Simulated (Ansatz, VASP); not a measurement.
## Bi: VASP beside Ansatz

```
CELL_PARAMETERS angstrom
5.31938 0.00000 0.00000
-2.65969 4.60672 0.00000
0.00000 0.00000 3.50199
ATOMIC_POSITIONS crystal
Bi 0.33333 0.66667 0.56277
Bi 0.66667 0.33333 0.43723
```

Alike in both runs: functional PBE; k mesh 3 × 3 × 4; occupations gaussian, width 0.1 eV; no spin polarisation.

Ansatz relaxed the structure, and its values are those at the end. VASP's run is a single point on that final structure, the one shown.

```csv
,VASP,Ansatz
version,VASP 6.6.1,Ansatz 0.2.0
potentials or method,"VASP PAW PBE potentials, release 64 (Bi_d), cutoff 520 eV","scalar-relativistic, plane waves, PAW"
valence electrons in the cell,30,30
```

```tsv
	VASP	Ansatz	Ansatz less VASP
gap on the k mesh at the Fermi level (eV)	none	none	-
pressure (GPa)	0.0	0.0	+0.07
rms of the force components (eV/Å)	0.006	0.006	-0.0001
```

A gap of «none» marks a metal or a gap that the smearing closes.

The k mesh is coarse, so the values compare programs but aren't converged. Neither program's run includes spin-orbit coupling.
